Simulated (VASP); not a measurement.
# Hf2B (P-3m1) in VASP: notebook, part 2 of 2

VASP 6.6.1.

### Step 3. Relaxation of cell and atoms, PBE

This run uses another cell than the first one, of 16.48 Å³/atom.

INCAR reads:

```
SYSTEM = Hf2B
PREC     = Accurate       ! precision mode
ENCUT    = 600            ! plane-wave cutoff, eV
EDIFF    = 1E-6           ! SCF threshold, eV
ISMEAR   = 0              ! smearing method
SIGMA    = 0.1            ! smearing width, eV
LREAL    = .False.        ! projectors in reciprocal space
LASPH    = .True.         ! aspherical terms in the spheres
NELM     = 80             ! most SCF steps
ALGO     = Fast           ! electronic algorithm
ISIF     = 3              ! what is computed and relaxed
LWAVE    = .False.        ! write WAVECAR
LCHARG   = .False.        ! write CHGCAR
GGA      = PE             ! functional
IBRION   = 2              ! ionic algorithm
NSW      = 100            ! ionic steps
EDIFFG   = -0.01          ! ionic threshold
```

KPOINTS reads:

```
Automatic mesh
0
Gamma
  12 12 4
  0 0 0
```

POSCAR reads:

```
Hf2B
1.0
    3.1680955156      0.0000000000      0.0000000000
   -1.5840477578      2.7436511981      0.0000000000
    0.0000000000      0.0000000000     11.3764130512
Hf B
4 2
Direct
    0.0000000000      0.0000000000      0.1508992977
    0.0000000000      0.0000000000      0.8491007023
    0.3333333333      0.6666666667      0.3897786858
    0.6666666667      0.3333333333      0.6102213142
    0.3333333333      0.6666666667      0.9993646024
    0.6666666667      0.3333333333      0.0006353976
```

Potentials or basis: VASP PAW PBE potentials, release 64 (Hf_pv, B).

The run is started by

```sh
$ cat potpaw_PBE.64/Hf_pv/POTCAR potpaw_PBE.64/B/POTCAR > POTCAR
$ mpirun -np 1 vasp_std > vasp.out
```

OUTCAR:

```text
SYSTEM = Hf2B
   PREC = Accurate
   ENCUT = 600
   EDIFF = 1E-6
   ISMEAR = 0
   LREAL = .False.
   LASPH = .True.
   NELM = 80
   ISIF = 3
   GGA = PE
   IBRION = 2
   NSW = 100
   EDIFFG = -0.01

 ion  position               nearest neighbor table
   1  0.000  0.000  0.151-   6 2.50   6 2.50   6 2.50   5 2.51   5 2.51   5 2.51   3 3.28   3 3.28
                             3 3.28   2 3.43
   2  0.000  0.000  0.849-   5 2.50   5 2.50   5 2.50   6 2.51   6 2.51   6 2.51   4 3.28   4 3.28
                             4 3.28   1 3.43
   3  0.333  0.667  0.390-   4 3.10   4 3.10   4 3.10   1 3.28   1 3.28   1 3.28
   4  0.667  0.333  0.610-   3 3.10   3 3.10   3 3.10   2 3.28   2 3.28   2 3.28
   5  0.333  0.667  0.999-   6 1.83   6 1.83   6 1.83   2 2.50   2 2.50   2 2.50   1 2.51   1 2.51
                             1 2.51
   6  0.667  0.333  0.001-   5 1.83   5 1.83   5 1.83   1 2.50   1 2.50   1 2.50   2 2.51   2 2.51
                             2 2.51

  LATTYP: Found a hexagonal cell.
 ALAT       =     3.1680955156
 C/A-ratio  =     3.5909312062

  Lattice vectors:

 A1 = (   3.1680955156,   0.0000000000,   0.0000000000)
 A2 = (  -1.5840477578,   2.7436511981,   0.0000000000)
 A3 = (   0.0000000000,   0.0000000000,  11.3764130512)

Analysis of symmetry for initial positions (statically):
=====================================================================
[... 190 lines left out ...]
  -------------------------------------------------------------------------------------
  Total       -0.2782455     -0.2782455     -0.8248058      0.0000000      0.0000000      0.0000000
  in kB       -4.5082323     -4.5082323    -13.3637943      0.0000000      0.0000000      0.0000000
  external PRESSURE =      -7.4600863 kB  Pullay stress =       0.0000000 kB
[... 267 lines left out ...]
--------------------------------------- Ionic step        8  -------------------------------------------

 number of electron      46.0000000 magnetization

 Free energy of the ion-electron system (eV)
  ---------------------------------------------------
  ext. energy  EPLUGINS =         0.00000000
  ---------------------------------------------------
  free energy    TOTEN  =       -55.92675174 eV

  energy without entropy =      -55.90093865  energy(sigma->0) =      -55.91384520

 E-fermi :   5.3420     XC(G=0): -11.6134

 val. band max:        5.3265084848   @ k =   0.2500  -0.0000   0.0000
 cond. band min:       5.3612942071   @ k =   0.3333   0.1667   0.2500
 fundamental gap:      0.0347857223
 Fermi energy:         5.3420148481

 k-point     1 :       0.0000    0.0000    0.0000
  band No.  band energies     occupation
      1     -25.4191      2.00000
      2     -25.0939      2.00000
      3     -25.0518      2.00000
      4     -24.7686      2.00000
      5     -24.7686      2.00000
      6     -24.7552      2.00000
[... 709 lines left out ...]
     26       6.8880      0.00000
     27       7.2117      0.00000

 [... further k-points ...]

------------------------ aborting loop because EDIFF is reached ----------------------------------------

  FORCE on cell =-STRESS in cart. coord.  units (eV):
  Direction    XX          YY          ZZ          XY          YZ          ZX
  --------------------------------------------------------------------------------------
  -------------------------------------------------------------------------------------
  Total       -0.0272191     -0.0272191      0.0176662      0.0000000      0.0000000      0.0000000
  in kB       -0.4435221     -0.4435221      0.2878626      0.0000000      0.0000000      0.0000000
  external PRESSURE =      -0.1997272 kB  Pullay stress =       0.0000000 kB
[... 21 lines left out ...]
  FREE ENERGIE OF THE ION-ELECTRON SYSTEM (eV)
  ---------------------------------------------------
  free  energy   TOTEN  =       -55.9267517433 eV

  energy  without entropy=      -55.9009386487  energy(sigma->0) =      -55.91384520

 reached required accuracy - stopping structural energy minimisation
```

It took 12 min on 1 thread of AMD EPYC 9R45 (Zen 5), shared host; peak memory 0.36 GiB.

Results:

- Free energy: -55.9268 eV
- Relaxed volume: 16.39 Å³/atom
- Relaxed cell: a = 3.167 Å, b = 3.167 Å, c = 11.321 Å, α = 90.00°, β = 90.00°, γ = 120.00°
- Space group after relaxing (to 0.1 Å): P-3m1 (No. 164)
- Energy gained by relaxing: 0.5 meV/atom
- Ionic steps: 8
- Pressure after relaxing: 0.0 GPa
- Largest force after relaxing: 0.007 eV/Å
- Band gap on the k mesh: zero (bands 23 and 24 overlap by 1.81 eV)

Forces on the atoms (eV/Å):
```
Hf   0.000  0.000  0.000
Hf   0.000  0.000  0.000
Hf   0.000  0.000 -0.007
Hf   0.000  0.000  0.007
B    0.000  0.000 -0.002
B    0.000  0.000  0.002
```

The path:
| step | energy change (eV) | largest force (eV/Å) | pressure (GPa) | volume (Å³) |
| --- | --- | --- | --- | --- |
| 1 | 0.0000 | 0.0948 | -0.75 | 98.89 |
| 2 | -0.0009 | 0.0939 | 0.90 | 97.79 |
| 3 | -0.0022 | 0.0757 | 0.18 | 98.26 |
| 4 | -0.0029 | 0.0306 | -0.01 | 98.34 |
| 5 | -0.0029 | 0.0307 | 0.00 | 98.34 |
| 6 | -0.0029 | 0.0228 | -0.02 | 98.36 |
| 7 | -0.0029 | 0.0216 | -0.03 | 98.36 |
| 8 | -0.0031 | 0.0067 | -0.02 | 98.33 |

Final structure:
```cif
data_structure
_symmetry_space_group_name_H-M 'P 1'
_symmetry_Int_Tables_number 1
_cell_length_a 3.1668
_cell_length_b 3.1668
_cell_length_c 11.3211
_cell_angle_alpha 90.000
_cell_angle_beta 90.000
_cell_angle_gamma 120.000
_cell_volume 98.33
loop_
_atom_site_label
_atom_site_type_symbol
_atom_site_fract_x
_atom_site_fract_y
_atom_site_fract_z
_atom_site_occupancy
Hf1 Hf 0.00000 0.00000 0.15115 1
Hf2 Hf 0.00000 0.00000 0.84885 1
Hf3 Hf 0.33333 0.66667 0.38893 1
Hf4 Hf 0.66667 0.33333 0.61107 1
B1 B 0.33333 0.66667 0.99952 1
B2 B 0.66667 0.33333 0.00048 1
```

Levels at points of the mesh, in eV from the Fermi level:
```tsv
k point	band 19	band 20	band 21	band 22	band 23	band 24	band 25	band 26	band 27
(0.00, 0.00, 0.00)	-1.96	-0.77	-0.05	1.00	1.25	1.25	1.50	1.50	1.63
(0.50, 0.00, 0.00)	-2.64	-2.00	-1.60	-1.01	0.04	0.15	0.72	1.61	1.77
(0.00, 0.00, 0.50)	-1.96	-0.43	-0.21	0.70	1.28	1.28	1.45	1.45	1.54
(0.50, 0.00, 0.50)	-2.82	-1.89	-1.83	-1.00	0.05	0.41	0.68	1.57	1.58
```

Caveat: spin-orbit coupling is left out, which moves the levels of the heavy elements.

The gap in the log of VASP goes by the Fermi energy; the results here count the filled bands.